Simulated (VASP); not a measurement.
Here is a VASP 6.6.1 calculation.

File INCAR:

```
SYSTEM = Si
ALGO = Normal ; EDIFF = 1E-6
ENCUT = 520 ; ISIF = 2
ISMEAR = 0 ; LASPH = .True.
LCHARG = .True. ; LELF = .True.
LREAL = .False. ; LVHAR = .True.
LWAVE = .False. ; NBANDS = 16
NELM = 60 ; PREC = Accurate
SIGMA = 0.03
```

KPOINTS

```
k-points
0
Gamma
  12 12 6
  0 0 0
```

Contents of POSCAR:

```
Si
1.0
    3.6780647621      0.0000000000      0.0000000000
   -1.8390323811      3.1852975207      0.0000000000
    0.0000000000      0.0000000000      6.0793171202
Si
4
Direct
    0.3333333333      0.6666666667      0.0630095000
    0.6666666667      0.3333333333      0.5630095000
    0.3333333333      0.6666666667      0.4369905000
    0.6666666667      0.3333333333      0.9369905000
```

Potentials or basis: VASP PAW LDA potentials, release 64 (Si).

Run with:

```console
$ cat potpaw_LDA.64/Si/POTCAR > POTCAR
$ mpirun -np 1 vasp_std > vasp.out
```

Q: Estimate the band gap on the k mesh.

A: 0.03 eV, indirect (least direct gap 1.25 eV).

Q: Estimate the largest force.

A: 0.044 eV/Å.

Stress tensor (GPa, compression positive):
```
11.91  0.00  0.00
 0.00 11.91  0.00
 0.00  0.00 12.29
```

Caveat: the cell differs from its parent crystal (strain -0.040 along x and y, -0.040 along z). A k mesh can miss the band edges.
